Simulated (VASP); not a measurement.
**Os: single point with revPBE**

Crystal: Os.

```
CELL_PARAMETERS angstrom
2.56521 0.00000 0.00000
0.00000 2.56521 0.00000
0.00000 0.00000 2.56521
ATOMIC_POSITIONS crystal
Os 0.00000 0.00000 0.00000
```

| Item | Value |
| --- | --- |
| Program | VASP 6.6.1 |
| Task | single point |
| Functional | revPBE |
| Potentials or basis | VASP PAW PBE potentials, release 64 (Os) |
| Cutoff | 520 eV |
| k mesh | 20 × 20 × 20 |
| Occupations | fermi-dirac, width 0.1 eV |
| Spin | no spin polarisation |
| Dipole correction | no |
| Further INCAR settings | ALGO = Normal; EDIFF = 1e-06; NBANDS = 10 |

```
Pressure               : -0.4 GPa
Band gap on the k mesh : zero (band 4 reaches 11.89 eV, above the bottom of band 5 at 5.99 eV)
```

Levels at points of the mesh, in eV from the Fermi level:
```
           k point  band 1  band 2  band 3  band 4  band 5  band 6  band 7  band 8
(0.00, 0.00, 0.00)   -9.36   -5.86   -5.86    2.21    2.21    2.21   15.41   15.41
(0.50, 0.00, 0.00)   -6.17   -5.04   -1.13   -0.96   -0.96    2.53    6.97   15.65
(0.50, 0.50, 0.00)   -6.55   -4.47   -0.35   -0.35    4.46    4.46    4.55   12.48
(0.50, 0.50, 0.50)   -5.14   -5.14   -5.14    4.78    4.78    8.51   11.05   11.05
```

Run time: 66 s on 1 thread of AMD EPYC 7R13, with other jobs on the host, peak memory 0.13 GiB.

Caveat: the PAW data sets were made with another functional, which shifts forces and pressure a little; spin-orbit coupling is left out, which moves the levels of the heavy elements.
